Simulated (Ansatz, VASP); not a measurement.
# One calculation of SiCl3, two programs

```
CELL_PARAMETERS angstrom
6.41240 0.00000 0.00000
-3.20620 5.55331 0.00000
0.00000 0.00000 6.89594
ATOMIC_POSITIONS crystal
Si 0.33330 0.66670 0.25000
Si 0.66660 0.33330 0.75000
Cl 0.33330 0.00000 0.25000
Cl 0.33330 0.33330 0.75000
Cl 0.00000 0.33330 0.25000
Cl 0.66670 0.00000 0.75000
Cl 0.66670 0.66670 0.25000
Cl 0.00000 0.66670 0.75000
```

Alike in both runs: task single point; functional PBE; k mesh 6 × 6 × 5; no spin polarisation.

|  | VASP | Ansatz |
| --- | --- | --- |
| version | VASP 6.6.1 | Ansatz 0.2.0 |
| potentials or method | VASP PAW PBE potentials, release 64 (Si, Cl), cutoff 520 eV | PAW plane waves |
| occupations | fermi-dirac, width 0.1 eV | fermi-dirac |
| valence electrons in the cell | 50 | 50 |

VASP gave:

| Property | Result |
| --- | --- |
| pressure (GPa) | 0.4 |
| traceless stress, the component that is largest in VASP (GPa) | -0.07 |
| rms of the force components (eV/Å) | 0.094 |

Question: Which values does Ansatz return?

Answer: Pressure (GPa): 0.5; traceless stress, the component that is largest in VASP (GPa): -0.13; rms of the force components (eV/Å): 0.084.

Atom by atom the forces differ by 0.010 eV/Å (rms over components). Ansatz's warnings: structure snapped to symmetry.
